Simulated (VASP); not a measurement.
Wanted: the native input for a VASP 6.6.1 run.

```
Task                   : single point
Functional             : PBE
Potentials or basis    : VASP PAW PBE potentials, release 64 (Si, Ru_pv, O)
Cutoff                 : 520 eV
k mesh                 : 1 × 1 × 1
Occupations            : fermi-dirac, width 0.01 eV
Spin                   : collinear spin
Starting moments       : [0.0, 0.0, 0.01, 0.0, 0.0, 0.01, 0.0, 2.11, 0.0, 0.01, 0.21, 0.0, 0.01, 0.0, 0.0, 0.22, 0.0, 0.21, 0.0, 0.01, 0.22, 0.0, 0.01, 0.0] μB
Fixed moment           : 4 μB
Dipole correction      : no
Further INCAR settings : ALGO = Normal; EDIFF = 1e-06; NBANDS = 91
```

The structure of Si7RuO16 (a cell with a defect) lies in POSCAR:

```
Si7RuO16
1.0
    0.0000000000      5.0813926894      7.0944098913
    5.0813926894      0.0000000000      7.0944098913
    5.0813926894      5.0813926894      0.0000000000
Si Ru O
7 1 16
Direct
    0.2460224270      0.2442711760      0.4546387918
    0.7534730654      0.7587831031      0.9436813771
    0.0508317799      0.6757972589      0.1625476250
    0.5790322210      0.1743273522      0.5978084488
    0.4213064567      0.8278278884      0.3499663887
    0.9484606162      0.3272115471      0.8887447306
    0.0001126866      0.0009595407      0.3070667862
    0.5001125711      0.5013639709      0.7890500583
    0.1183078948      0.2164369794      0.6912301865
    0.5592735178      0.7677928172      0.1229879966
    0.4302317087      0.3641263423      0.7252953023
    0.9613706516      0.8540619317      0.2786185377
    0.4389386465      0.2369766903      0.4495385000
    0.8792250674      0.7886586243      1.0253122233
    0.2079318606      0.8475317327      0.4071148976
    0.7157328592      0.4018994870      0.9100408856
    0.0391831229      0.1467726553      0.0920511454
    0.5713808968      0.6361587197      0.5167995924
    0.3509554547      0.0530508095      0.3502030286
    0.9235966612      0.5344330373      0.8719883810
    0.2825018150      0.6034293527      1.0241055562
    0.7920323028      0.1552949705      0.4607537415
    0.0771682300      0.4671704106      0.3259184152
    0.6503586013      0.9479928787      0.7509330575
```

The input as run:

INCAR

```
PREC = Accurate
ENCUT = 520
EDIFF = 1E-6
ISMEAR = -1
SIGMA = 0.01
LREAL = F
LASPH = T
NELM = 200
ALGO = Normal
ISIF = 2
LWAVE = F
LCHARG = T
ISPIN = 2
MAGMOM = 0 0 0.01 0 0 0.01 0 2.11 0 0.01 0.21 0 0.01 0 0 0.22 0 0.21 0 0.01 0.22 0 0.01 0
LORBIT = 11
NUPDOWN = 4.0
LMAXMIX = 4
GGA = PE
LELF = T
LVHAR = T
NBANDS = 91
GGA_COMPAT = F
```

KPOINTS

```
regular mesh
0
Gamma
  1 1 1
```

Potentials or basis: VASP PAW PBE potentials, release 64 (Si, Ru_pv, O).

Command:

```console
$ cat potpaw_PBE.64/Si/POTCAR potpaw_PBE.64/Ru_pv/POTCAR potpaw_PBE.64/O/POTCAR > POTCAR
$ mpirun -np 1 vasp_gam > vasp.out
```

It gave:

- Pressure: 0.9 GPa
- Largest force: 0.072 eV/Å
- Net moment: 4.00 μB per cell
- Site moments: Si +0.00, +0.01 (each value once); Ru +2.65; O +0.00, +0.01, +0.20, +0.21 (each value once) μB
- Valence electrons inside the program's atomic spheres: Si 1.61, 1.62 (each value once); Ru 12.30; O 5.23, 5.08, 5.22, 5.10, 5.24 (each value once)

Caveat: the k points lie up to 0.98 Å⁻¹ apart, too coarse for converged energies, forces and pressures; the total moment is fixed, so each spin has its own Fermi level and the state may be an excited one.

Run time: 2.6 min on 1 thread of Intel(R) Xeon(R) Platinum 8488C (Sapphire Rapids), on a shared host, peak memory 0.75 GiB.
